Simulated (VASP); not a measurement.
Wanted: the native input for a VASP 6.6.1 run.

| Property | Result |
| --- | --- |
| Task | single point |
| Functional | PBE |
| Potentials or basis | VASP PAW PBE potentials, release 64 (Al, O, H) |
| Cutoff | 520 eV |
| k mesh | 5 × 5 × 1 |
| Occupations | gaussian, width 0.1 eV |
| Spin | collinear spin, ferromagnetic start |
| Starting moments | [0.0, 0.0, 0.0, 0.0, 0.0, 0.0, 0.0, 0.0, 0.0, 0.0, 0.0, 0.0, 1.0, 0.0] μB |
| Dipole correction | yes |
| Further INCAR settings | ALGO = Normal; EDIFF = 1e-06; NBANDS = 38 |

The structure of Al12HO lies in POSCAR:

```
Al12HO
1.0
    5.7143028096      0.0000000000      0.0000000000
    0.0000000000      5.7143028096      0.0000000000
    0.0000000000      0.0000000000     22.1750227687
Al O H
12 1 1
Direct
    0.2500000000      0.2500000000      0.1803831293
    0.2500000000      0.7500000000      0.1803831293
    0.7500000000      0.2500000000      0.1803831293
    0.7500000000      0.7500000000      0.1803831293
    0.0000000000      0.0000000000      0.2744094920
    0.0000000000      0.5000000000      0.2744094920
    0.5000000000      0.0000000000      0.2744094920
    0.5000000000      0.5000000000      0.2744094920
    0.2500000000      0.2500000000      0.3686590473
    0.2500000000      0.7500000000      0.3686590473
    0.7500000000      0.2500000000      0.3686590473
    0.7500000000      0.7500000000      0.3686590473
    0.5000000000      0.5000000000      0.4160096188
    0.5320271270      0.5320271270      0.4595687996
```

The input as run:

INCAR

```
SYSTEM = Al12HO
PREC     = Accurate       ! precision mode
ENCUT    = 520            ! plane-wave cutoff, eV
EDIFF    = 1E-6           ! SCF threshold, eV
ISMEAR   = 0              ! smearing method
SIGMA    = 0.1            ! smearing width, eV
LREAL    = .FALSE.        ! projectors in reciprocal space
LASPH    = .TRUE.         ! aspherical terms in the spheres
NELM     = 150            ! most SCF steps
ALGO     = Normal         ! electronic algorithm
ISIF     = 2              ! what is computed and relaxed
LWAVE    = .FALSE.        ! write WAVECAR
LCHARG   = .FALSE.        ! write CHGCAR
ISPIN    = 2              ! spin polarisation
MAGMOM   = 0 0 0 0 0 0 0 0 0 0 0 0 1 0 ! initial moments
LORBIT   = 11             ! projections on sites
LDIPOL   = .TRUE.       
IDIPOL   = 3            
DIPOL    = 0.5 0.5 0.298
GGA      = PE             ! functional
NBANDS   = 38             ! bands
```

KPOINTS

```
Automatic mesh
0
G
  5 5 1
  0 0 0
```

Potentials or basis: VASP PAW PBE potentials, release 64 (Al, O, H).

Launch:

```sh
$ cat potpaw_PBE.64/Al/POTCAR potpaw_PBE.64/O/POTCAR potpaw_PBE.64/H/POTCAR > POTCAR
$ mpirun -np 1 vasp_std > vasp.out
```

It gave:

```yaml
Largest_force: 1.288 eV/Å
Net_moment: 0.00 μB per cell
Valence_electrons_inside_the_program's_atomic_spheres: Al 0.76, 0.77, 0.74 (each value once); O 5.07; H 0.69
```

Wall time 17 min on 1 thread of Intel(R) Xeon(R) Platinum 8488C (Sapphire Rapids), with other jobs on the host, peak memory 1 GiB.
